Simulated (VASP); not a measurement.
Crystal: NaI.

```
CELL_PARAMETERS angstrom
1.99344 1.15091 5.08488
-1.99344 1.15091 5.08488
0.00000 -2.30182 5.08488
ATOMIC_POSITIONS crystal
Na 0.50000 0.50000 0.50000
I 0.00000 0.00000 0.00000
```

```yaml
Program: VASP 6.6.1
Task: relaxation of cell and atoms
Functional: PBE
Potentials_or_basis: VASP PAW PBE potentials, release 64 (Na_pv, I)
Cutoff: 600 eV
k_mesh: 6 × 6 × 6
Occupations: gaussian, width 0.1 eV
Spin: no spin polarisation
```

At the start: pressure 0.2 GPa; volume 35.00 Å³/atom.

Problem. How do energy, volume and symmetry change on relaxing?

Solution. Over 9 steps the energy falls by 311.5 meV/atom and the volume is 34.80 Å³/atom (-0.6 %); space group Fm-3m (No. 225, to 0.05 Å).

The path:
```
step  energy change (eV)  largest force (eV/Å)  pressure (GPa)  volume (Å³)
   1              0.0000                0.0000            0.22        70.00
   2             -0.3387                0.0000           -0.07        70.12
   3             -0.5649                0.0000            0.08        69.21
   4             -0.5208                0.0000            1.67        63.41
   5             -0.6109                0.0000            0.77        66.48
   6             -0.6196                0.0000            0.53        67.38
   7             -0.6191                0.0000            0.57        67.23
   8             -0.6228                0.0000            0.14        68.96
   9             -0.6230                0.0000           -0.01        69.60
```

Final structure:
```yaml
crystal:
  lattice:
    - [2.31179, 1.33471, 3.75942]
    - [-2.31179, 1.33471, 3.75942]
    - [0.00000, -2.66943, 3.75942]
  atoms:
    - { symbol: Na, position: [0.50000, 0.50000, 0.50000] }
    - { symbol: I, position: [0.00000, 0.00000, 0.00000] }
```
